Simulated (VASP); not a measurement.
Here is a VASP 6.6.1 calculation.

Contents of POSCAR:

```
Pb
1.0
    0.0000000000      3.5222502517      3.5222502517
    3.5222502517      0.0000000000      3.5222502517
    3.5222502517      3.5222502517      0.0000000000
Pb
2
Direct
    0.1250000000      0.1250000000      0.1250000000
    0.8750000000      0.8750000000      0.8750000000
```

Contents of INCAR.step1:

```
SYSTEM = Pb
  PREC = Accurate
  ENCUT = 520
  ISMEAR = -1
  SIGMA = 0.1
  LREAL = .False.
  LASPH = .True.
  NELM = 80
  NBANDS = 21
  GGA = PE
  ALGO = Normal
  EDIFF = 1E-4
  LWAVE = .True.
  LCHARG = .False.
```

File INCAR.step2:

```
SYSTEM = Pb
  PREC = Accurate
  ENCUT = 520
  EDIFF = 1E-6
  ISMEAR = -1
  SIGMA = 0.1
  LREAL = .False.
  LASPH = .True.
  NELM = 80
  ALGO = Normal
  ISIF = 2
  LWAVE = .False.
  LCHARG = .True.
  METAGGA = R2SCAN
  LMIXTAU = .True.
  LELF = .True.
  LVHAR = .True.
  NBANDS = 21
  ISTART = 1
```

Contents of KPOINTS:

```
Automatic mesh
0
Gamma
  9 9 9
  0 0 0
```

Potentials or basis: VASP PAW PBE potentials, release 64 (Pb_d).

The run is started by

```sh
$ cat potpaw_PBE.64/Pb_d/POTCAR > POTCAR
$ cp INCAR.step1 INCAR
$ mpirun -np 1 vasp_std > vasp.out
$ cp INCAR.step2 INCAR
$ mpirun -np 1 vasp_std > vasp.out
```

Q: Predict the pressure.

A: -1.1 GPa.

Q: Predict the band gap on the k mesh.

A: Zero (bands 14 and 15 overlap by 1.07 eV).

Caveat: the PAW data sets were made with another functional, which shifts forces and pressure a little; spin-orbit coupling is left out, which moves the levels of the heavy elements.
